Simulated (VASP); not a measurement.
# SrLi26F27 (a cell with a defect) (Griceite) in VASP: single point with PBE

Aim: the single point of SrLi26F27 (a cell with a defect) (Griceite) with PBE.

Program: VASP 6.6.1. These are calculated values, not measurements. Logs are shortened: lines on timing, memory, paths and dates and some standing lists are left out, and cuts for length are marked.

### Step 1. The cell of the first run

The cell holds a defect, 54 atoms: a = 8.545 Å, b = 8.545 Å, c = 8.545 Å, α = 60.00°, β = 60.00°, γ = 60.00°.

### Step 2. Single point, PBE

The input, INCAR:

```
SYSTEM = SrLi26F27
PREC = Accurate
ENCUT = 520
EDIFF = 1E-6
ISMEAR = -1
SIGMA = 0.01
LREAL = Auto
LASPH = .TRUE.
NELM = 60
ALGO = Normal
ISIF = 2
LWAVE = .FALSE.
LCHARG = .FALSE.
GGA = PE
NELECT = 276.0
NBANDS = 172
```

The input, KPOINTS:

```
Automatic mesh
0
G
  3 3 3
  0 0 0
```

The input, POSCAR:

```
SrLi26F27
1.0
    0.0000000000      6.0420000000      6.0420000000
    6.0420000000      0.0000000000      6.0420000000
    6.0420000000      6.0420000000      0.0000000000
Sr Li F
1 26 27
Direct
    0.0000000000      0.0000000000      0.0000000000
    0.0000000000      0.0000000000      0.3501142771
    0.0000000000      0.0000000000      0.6498857229
    0.0000000000      0.3501142771      0.0000000000
   -0.0018609413      0.3339536471      0.3339536471
    0.0000000000      0.3501142771      0.6498857229
    0.0000000000      0.6498857229      0.0000000000
    0.0000000000      0.6498857229      0.3501142771
    0.0018609413      0.6660463529      0.6660463529
    0.3501142771      0.0000000000      0.0000000000
    0.3339536471     -0.0018609413      0.3339536471
    0.3501142771      0.0000000000      0.6498857229
    0.3339536471      0.3339536471     -0.0018609413
    0.3339536471      0.3339536471      0.3339536471
    0.3383607450      0.3383607450      0.6616392550
    0.3501142771      0.6498857229      0.0000000000
    0.3383607450      0.6616392550      0.3383607450
    0.3383607450      0.6616392550      0.6616392550
    0.6498857229      0.0000000000      0.0000000000
    0.6498857229      0.0000000000      0.3501142771
    0.6660463529      0.0018609413      0.6660463529
    0.6498857229      0.3501142771      0.0000000000
    0.6616392550      0.3383607450      0.3383607450
    0.6616392550      0.3383607450      0.6616392550
    0.6660463529      0.6660463529      0.0018609413
    0.6616392550      0.6616392550      0.3383607450
    0.6660463529      0.6660463529      0.6660463529
    0.1655739043      0.1655739043      0.1655739043
    0.1655739043      0.1655739043      0.5032782871
    0.1860540534      0.1860540534      0.8139459466
    0.1655739043      0.5032782871      0.1655739043
    0.1668989585      0.5000000000      0.5000000000
    0.1668989585      0.5000000000      0.8331010415
    0.1860540534      0.8139459466      0.1860540534
    0.1668989585      0.8331010415      0.5000000000
    0.1860540534      0.8139459466      0.8139459466
    0.5032782871      0.1655739043      0.1655739043
    0.5000000000      0.1668989585      0.5000000000
    0.5000000000      0.1668989585      0.8331010415
    0.5000000000      0.5000000000      0.1668989585
    0.5000000000      0.5000000000      0.5000000000
    0.5000000000      0.5000000000      0.8331010415
    0.5000000000      0.8331010415      0.1668989585
    0.5000000000      0.8331010415      0.5000000000
    0.4967217129      0.8344260957      0.8344260957
    0.8139459466      0.1860540534      0.1860540534
    0.8331010415      0.1668989585      0.5000000000
    0.8139459466      0.1860540534      0.8139459466
    0.8331010415      0.5000000000      0.1668989585
    0.8331010415      0.5000000000      0.5000000000
    0.8344260957      0.4967217129      0.8344260957
    0.8139459466      0.8139459466      0.1860540534
    0.8344260957      0.8344260957      0.4967217129
    0.8344260957      0.8344260957      0.8344260957
```

Potentials or basis: VASP PAW PBE potentials, release 64 (Sr_sv, Li_sv, F).

Started as:

```console
> cat potpaw_PBE.64/Sr_sv/POTCAR potpaw_PBE.64/Li_sv/POTCAR potpaw_PBE.64/F/POTCAR > POTCAR
> mpirun -np 1 vasp_std > vasp.out
```

OUTCAR:

```text
SYSTEM = SrLi26F27
   PREC = Accurate
   ENCUT = 520
   EDIFF = 1E-6
   ISMEAR = -1
   LREAL = Auto
   LASPH = .TRUE.
   NELM = 60
   ISIF = 2
   GGA = PE
   NELECT = 276.0

 ion  position               nearest neighbor table
   1  0.000  0.000  0.000-  30 2.25  34 2.25  36 2.25  46 2.25  48 2.25  52 2.25  10 2.99  12 2.99
                            16 2.99  19 2.99  20 2.99  22 2.99   2 2.99   3 2.99   4 2.99   6 2.99
   2  0.000  0.000  0.350-  35 1.92  47 1.92  53 2.01  28 2.01  34 2.12  46 2.12   3 2.56   1 2.99

   3  0.000  0.000  0.650-  35 1.92  47 1.92  29 2.01  54 2.01  48 2.12  36 2.12   2 2.56   1 2.99

   4  0.000  0.350  0.000-  33 1.92  49 1.92  51 2.01  28 2.01  30 2.12  46 2.12   7 2.56   1 2.99
[... 46 lines left out ...]
  41  0.500  0.500  0.500-  15 1.95  17 1.95  18 1.95  23 1.95  24 1.95  26 1.95
  42  0.500  0.500  0.833-  16 1.92  22 1.92  13 2.01  27 2.01  24 2.01  18 2.01
  43  0.500  0.833  0.167-  10 1.92  19 1.92  11 2.01  25 2.01  17 2.01  26 2.01
  44  0.500  0.833  0.500-  12 1.92  20 1.92  11 2.01  27 2.01  26 2.01  18 2.01
  45  0.497  0.834  0.834-  10 2.01  12 2.01  16 2.01  21 2.03  25 2.03  27 2.03   1 3.47
  46  0.814  0.186  0.186-  23 1.84   4 2.12  20 2.12  22 2.12   2 2.12   1 2.25
  47  0.833  0.167  0.500-   2 1.92   3 1.92   5 2.01  21 2.01  23 2.01  24 2.01
  48  0.814  0.186  0.814-  24 1.84   6 2.12  19 2.12  22 2.12   3 2.12   1 2.25
  49  0.833  0.500  0.167-   4 1.92   7 1.92   5 2.01  25 2.01  23 2.01  26 2.01
  50  0.833  0.500  0.500-   6 1.92   8 1.92   5 2.01  27 2.01  26 2.01  24 2.01
  51  0.834  0.497  0.834-   4 2.01   6 2.01  22 2.01   9 2.03  25 2.03  27 2.03   1 3.47
  52  0.814  0.814  0.186-  26 1.84   8 2.12  19 2.12  20 2.12   7 2.12   1 2.25
  53  0.834  0.834  0.497-   2 2.01   8 2.01  20 2.01   9 2.03  21 2.03  27 2.03   1 3.47
  54  0.834  0.834  0.834-   3 2.01   7 2.01  19 2.01   9 2.03  21 2.03  25 2.03   1 3.47

  LATTYP: Found a face centered cubic cell.
 ALAT       =    12.0840000000

  Lattice vectors:

 A1 = (   0.0000000000,   6.0420000000,   6.0420000000)
 A2 = (   6.0420000000,   0.0000000000,   6.0420000000)
 A3 = (   6.0420000000,   6.0420000000,   0.0000000000)

Analysis of symmetry for initial positions (statically):
=====================================================================
 Subroutine PRICEL returns:
 Original cell was already a primitive cell.

 Routine SETGRP: Setting up the symmetry group for a
 face centered cubic supercell.

 Subroutine GETGRP returns: Found 48 space group operations
 (whereof 48 operations were pure point group operations)
 out of a pool of 48 trial point group operations.

The static configuration has the point symmetry O_h .

Analysis of symmetry for dynamics (positions and initial velocities):
=====================================================================
 Subroutine PRICEL returns:
 Original cell was already a primitive cell.

 Routine SETGRP: Setting up the symmetry group for a
 face centered cubic supercell.

 Subroutine GETGRP returns: Found 48 space group operations
 (whereof 48 operations were pure point group operations)
 out of a pool of 48 trial point group operations.

The dynamic configuration has the point symmetry O_h .

 Subroutine INISYM returns: Found 48 space group operations
 (whereof 48 operations are pure point group operations),
 and found     1 'primitive' translations

----------------------------------------------------------------------------------------

                                     Primitive cell

  volume of cell :     441.1357

  direct lattice vectors                    reciprocal lattice vectors
     0.000000000  6.042000000  6.042000000    -0.082754055  0.082754055  0.082754055
     6.042000000  0.000000000  6.042000000     0.082754055 -0.082754055  0.082754055
     6.042000000  6.042000000  0.000000000     0.082754055  0.082754055 -0.082754055

  length of vectors
     8.544678344  8.544678344  8.544678344     0.143334228  0.143334228  0.143334228

  position of ions in fractional coordinates (direct lattice)
     0.000000000  0.000000000  0.000000000
     0.000000000  0.000000000  0.350114277
     0.000000000  0.000000000  0.649885723
     0.000000000  0.350114277  0.000000000
     0.998139059  0.333953647  0.333953647
     0.000000000  0.350114277  0.649885723
[... 46 lines left out ...]
     0.834426096  0.834426096  0.496721713
     0.834426096  0.834426096  0.834426096

  ion indices of the primitive-cell ions
   primitive index   ion index
                 1           1
                 2           2
                 3           3
                 4           4
                 5           5
                 6           6
[... 46 lines left out ...]
                53          53
                54          54

----------------------------------------------------------------------------------------

 KPOINTS: Automatic mesh

Automatic generation of k-mesh.
 Grid dimensions read from file:
 generate k-points for:    3    3    3

 Generating k-lattice:

  Cartesian coordinates                     Fractional coordinates (reciprocal lattice)
    -0.027584685  0.027584685  0.027584685     0.333333333  0.000000000  0.000000000
     0.027584685 -0.027584685  0.027584685     0.000000000  0.333333333  0.000000000
     0.027584685  0.027584685 -0.027584685     0.000000000  0.000000000  0.333333333

  Length of vectors
     0.047778076  0.047778076  0.047778076

  Shift w.r.t. Gamma in fractional coordinates (k-lattice)
     0.000000000  0.000000000  0.000000000

 Subroutine IBZKPT returns following result:
 ===========================================

 Found      4 irreducible k-points:

 Following reciprocal coordinates:
            Coordinates               Weight
  0.000000  0.000000  0.000000      1.000000
  0.333333  0.000000  0.000000      8.000000
  0.333333  0.333333  0.000000      6.000000
 -0.333333  0.333333  0.000000     12.000000
   k-points           NKPTS =      4   k-points in BZ     NKDIM =      4   number of bands    NBANDS=    172
   number of dos      NEDOS =    301   number of ions     NIONS =     54
   total plane-waves  NPLWV = 262144
   dimension x,y,z NGX =    64 NGY =   64 NGZ =   64
   dimension x,y,z NGXF=   128 NGYF=  128 NGZF=  128
   ions per type =               1  26  27
   NGX,Y,Z   is equivalent  to a cutoff of  12.45, 12.45, 12.45 a.u.
   NGXF,Y,Z  is equivalent  to a cutoff of  24.90, 24.90, 24.90 a.u.
 SYSTEM =  SrLi26F27
   PREC   = accura    normal or accurate (medium, high low for compatibility)
   ISTART =      0    job   : 0-new  1-cont  2-samecut
   ICHARG =      2    charge: 1-file 2-atom 10-const
   ISPIN  =      1    spin polarized calculation?
   LNONCOLLINEAR =      F non collinear calculations
   LSORBIT =      F    spin-orbit coupling
   LASPH  =      T    aspherical Exc in radial PAW
   ENCUT  =  520.0 eV  38.22 Ry    6.18 a.u.  15.89 15.89 15.89*2*pi/ulx,y,z
   NELM   =     60;   NELMIN=  2; NELMDL= -5     # of ELM steps
   EDIFF  = 0.1E-05   stopping-criterion for ELM
   LREAL  =      T    real-space projection
   EDIFFG = 0.1E-04   stopping-criterion for IOM
   NSW    =      0    number of steps for IOM
   IBRION =     -1    ionic relax: 0-MD 1-quasi-New 2-CG
   NFREE  =      0    steps in history (QN), initial steepest desc. (CG)
   ISIF   =      2    stress and relaxation
   ISYM   =      2    0-nonsym 1-usesym 2-fastsym
   POTIM  = 0.5000    time-step for ionic-motion
   TEBEG  =    0.0;   TEEND  =   0.0 temperature during run
   PSTRESS=    0.0 pullay stress
   NELECT =     276.0000    total number of electrons
   NUPDOWN=      -1.0000    fix difference up-down
   EMIN   =  10.00;   EMAX   =-10.00  energy-range for DOS
   EFERMI =   0.00;   METHOD = LEGACY
   ISMEAR =    -1;   SIGMA  =   0.01  broadening in eV -4-tet -1-fermi 0-gaus
   EFERMI_NEDOS =   21; number of points for ismear=-14 and -15
   IALGO  =     38    algorithm
   IMIX   =      4    mixing-type and parameters
     AMIX     =   0.40;   BMIX     =  1.00
     AMIX_MAG =   1.60;   BMIX_MAG =  1.00
  volume/ion in A,a.u.               =       8.17        55.13
  Fermi-wavevector in a.u.,A,eV,Ry     =   1.400191  2.645976 26.674678  1.960534
  Thomas-Fermi vector in A             =   2.523176
   LORBIT       =      0    0 simple, 1 ext, 2 COOP (PROOUT), +10 PAW based schemes
   GGA     = PE    functional components
   LHFCALC =     F    Hartree Fock is set to
   AEXX    =    0.0000 exact exchange contribution
   IVDW    =     0    specifies the selected vdW correction
   LEPSILON=     F    determine dielectric tensor
   LRPA    =     F    only Hartree local field effects (RPA)
 non-spin polarized calculation
  energy-cutoff  :      520.00
  volume of cell :      441.14
 maximum number of plane-waves:     11935
   NGX = 31   NGY = 31   NGZ = 31

 number of electron     276.0000044 magnetization

 Free energy of the ion-electron system (eV)
  ---------------------------------------------------
  ext. energy  EPLUGINS =         0.00000000
  ---------------------------------------------------
  free energy    TOTEN  =      -261.94220744 eV

  energy without entropy =     -261.94220744  energy(sigma->0) =     -261.94220744

 E-fermi :  -0.4338     XC(G=0): -10.1181

 val. band max:       -0.7667105446   @ k =   0.0000   0.0000   0.0000
 cond. band min:       8.1923479157   @ k =   0.0000   0.0000   0.0000
 fundamental gap:      8.9590584602
 Fermi energy:        -0.4337596631

 k-point     1 :       0.0000    0.0000    0.0000
  band No.  band energies     occupation
      1     -41.6894      2.00000
      2     -41.6721      2.00000
      3     -41.6721      2.00000
      4     -41.6721      2.00000
      5     -41.6650      2.00000
      6     -41.6650      2.00000
[... 601 lines left out ...]
    149      11.0502      0.00000
    150      11.0858      0.00000
 [bands above 150 left out]

------------------------ aborting loop because EDIFF is reached ----------------------------------------

  FORCE on cell =-STRESS in cart. coord.  units (eV):
  Direction    XX          YY          ZZ          XY          YZ          ZX
  --------------------------------------------------------------------------------------
  -------------------------------------------------------------------------------------
  Total       12.7568811     12.7568811     12.7568811     -0.0000000      0.0000000     -0.0000000
  in kB       46.3322010     46.3322010     46.3322010     -0.0000000      0.0000000     -0.0000000
  external PRESSURE =      46.3322010 kB  Pullay stress =       0.0000000 kB

 VOLUME and BASIS-vectors are now :
 -----------------------------------------------------------------------------
  energy-cutoff  :      520.00
  volume of cell :      441.14
      direct lattice vectors                 reciprocal lattice vectors
     0.000000000  6.042000000  6.042000000    -0.082754055  0.082754055  0.082754055
     6.042000000  0.000000000  6.042000000     0.082754055 -0.082754055  0.082754055
     6.042000000  6.042000000  0.000000000     0.082754055  0.082754055 -0.082754055

 POSITION                                       TOTAL-FORCE (eV/Angst)
 -----------------------------------------------------------------------------------
      0.00000      0.00000      0.00000        -0.000000      0.000000      0.000000
      2.11539      2.11539      0.00000        -0.008956     -0.008956      0.000000
      3.92661      3.92661      0.00000         0.008956      0.008956      0.000000
      2.11539      0.00000      2.11539        -0.008956      0.000000     -0.008956
      4.03550      8.04850      8.04850         0.004214     -0.004214     -0.004214
      6.04200      3.92661      2.11539        -0.000000      0.008956     -0.008956
[... 46 lines left out ...]
      8.04280      8.04280     10.08320         0.000359      0.000359     -0.000359
     10.08320     10.08320     10.08320        -0.000359     -0.000359     -0.000359
 -----------------------------------------------------------------------------------
    total drift:                                0.000000      0.000000      0.000000

  FREE ENERGIE OF THE ION-ELECTRON SYSTEM (eV)
  ---------------------------------------------------
  free  energy   TOTEN  =      -261.9422074362 eV

  energy  without entropy=     -261.9422074362  energy(sigma->0) =     -261.94220744
```

Wall time 17 min (1 thread of Oxide Virtual Turin-like, shared host); peak memory 0.63 GiB.

Results:

```yaml
Free_energy: -261.9422 eV
Largest_force: 0.083 eV/Å
```

Forces in eV/Å, atoms in the order of the input:
```
Sr   0.000  0.000  0.000
Li  -0.009 -0.009  0.000
Li   0.009  0.009  0.000
Li  -0.009  0.000 -0.009
Li   0.004 -0.004 -0.004
Li   0.000  0.009 -0.009
Li   0.009  0.000  0.009
Li   0.000 -0.009  0.009
Li  -0.004  0.004  0.004
Li   0.000 -0.009 -0.009
Li  -0.004  0.004 -0.004
Li   0.009  0.000 -0.009
Li  -0.004 -0.004  0.004
Li   0.004  0.004  0.004
Li   0.000  0.000 -0.001
Li   0.009 -0.009  0.000
Li   0.000 -0.001  0.000
Li   0.001  0.000  0.000
Li   0.000  0.009  0.009
Li  -0.009  0.000  0.009
Li   0.004 -0.004  0.004
Li  -0.009  0.009  0.000
Li  -0.001  0.000  0.000
Li   0.000  0.001  0.000
Li   0.004  0.004 -0.004
Li   0.000  0.000  0.001
Li  -0.004 -0.004 -0.004
F    0.000  0.000  0.000
F    0.000  0.000  0.000
F    0.000  0.000  0.083
F    0.000  0.000  0.000
F    0.000  0.004  0.004
F   -0.004  0.000  0.004
F    0.000  0.083  0.000
F   -0.004  0.004  0.000
F   -0.083  0.000  0.000
F    0.000  0.000  0.000
F    0.004  0.000  0.004
F    0.000 -0.004  0.004
F    0.004  0.004  0.000
F    0.000  0.000  0.000
F   -0.004 -0.004  0.000
F    0.000  0.004 -0.004
F   -0.004  0.000 -0.004
F    0.000  0.000  0.000
F    0.083  0.000  0.000
F    0.004 -0.004  0.000
F    0.000 -0.083  0.000
F    0.004  0.000 -0.004
F    0.000 -0.004 -0.004
F    0.000  0.000  0.000
F    0.000  0.000 -0.083
F    0.000  0.000  0.000
F    0.000  0.000  0.000
```

Caveat: the cell carries a net charge on a neutralising background, which shifts energy and pressure; the cell is charged against a uniform background, so pressure and absolute levels hang on convention; the cutoff is under 1.25 times the usual one of these potentials, so pressure, stress and relaxed cells hold a basis-set (Pulay) error.
